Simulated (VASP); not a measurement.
Write the native input for VASP 6.6.1 that does the following.

```yaml
Task: single point
Functional: BLYP
Potentials_or_basis: VASP PAW PBE potentials, release 64 (Pd)
Cutoff: 500 eV
k_mesh: 10 × 10 × 10
Occupations: fermi-dirac, width 0.05 eV
Spin: collinear spin
Starting_moments: "[0.423, 0.423] μB"
Dipole_correction: no
Further_INCAR_settings: ALGO = Normal; EDIFF = 1e-06; NBANDS = 21
```

The structure of Pd lies in POSCAR:

```
Pd
1.0
    0.0000000000      3.0419353017      3.0419353017
    3.0419353017      0.0000000000      3.0419353017
    3.0419353017      3.0419353017      0.0000000000
Pd
2
Direct
    0.1250000000      0.1250000000      0.1250000000
    0.8750000000      0.8750000000      0.8750000000
```

This isn't the form of Pd at room conditions, which is fcc.

These files were run (other wordings do the same):

INCAR

```
SYSTEM = Pd
AGGAC = 1.0
AGGAX = 1.0
ALDAC = 0.0
ALDAX = 1.0
ALGO = Normal
EDIFF = 1E-6
ENCUT = 500
GGA = B5
GGA_COMPAT = .FALSE.
ISIF = 2
ISMEAR = -1
ISPIN = 2
LASPH = .TRUE.
LCHARG = .FALSE.
LMAXMIX = 4
LORBIT = 11
LREAL = .FALSE.
LWAVE = .FALSE.
MAGMOM = 0.423 0.423
NBANDS = 21
NELM = 200
PREC = Accurate
SIGMA = 0.05
```

KPOINTS

```
k-points
0
G
  10 10 10
  0 0 0
```

Potentials or basis: VASP PAW PBE potentials, release 64 (Pd).

Command:

```bash
$ cat potpaw_PBE.64/Pd/POTCAR > POTCAR
$ mpirun -np 1 vasp_std > vasp.out
```

Results of the run:

```
Pressure                                              : -3.4 GPa
Net moment                                            : 0.86 μB per cell
Site moments                                          : Pd +0.42 μB
Valence electrons inside the program's atomic spheres : Pd 9.16
```

Caveat: the cell stands under tension; the PAW data sets were made with another functional, which shifts forces and pressure a little.

Run time: 42 s on 1 thread of Intel(R) Xeon(R) Platinum 8488C (Sapphire Rapids) (shared host), peak memory 0.24 GiB.
